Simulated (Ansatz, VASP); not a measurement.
Two plane-wave programs on CuO

```
Cu O
1.0
     2.34465   -1.71340    0.00000
     2.34465    1.71340    0.00000
    -0.86055    0.00000    5.05944
Cu O
2 2
Direct
  0.00320 0.49680 0.00000
  0.49680 0.00320 0.50000
  0.57140 0.40560 0.25370
  0.40560 0.57140 0.75370
```

Alike in both runs: functional RPBE; k mesh 6 × 6 × 3; occupations fermi-dirac, width 0.05 eV; no spin polarisation.

|  | VASP | Ansatz |
| --- | --- | --- |
| version | VASP 6.6.1 | Ansatz 0.2.0 |
| potentials or method | VASP PAW PBE potentials, release 64 (Cu_sv_GW, O) | Ansatz PAW |
| plane-wave cutoff (eV) | 700 | 420 |
| valence electrons in the cell | 50 | 50 |
| task | single point | band structure |

```tsv
	VASP	Ansatz	Ansatz less VASP
gap on the k mesh at the Fermi level (eV)	none	none	-
pressure (GPa)	8.3	11.3	+2.99
traceless stress, the component that is largest in VASP (GPa)	-2.14	-2.18	-0.040
rms of the force components (eV/Å)	0.430	0.427	-0.0029
```

VASP's potentials were made for PBE, not for RPBE. Atom by atom the forces differ by 0.004 eV/Å (rms over components). A gap of «none» marks a metal or a gap that the smearing closes. With one functional, cell and mesh, what is left measures potentials, basis and numerics.

The k mesh is coarse, so the values compare programs but aren't converged.
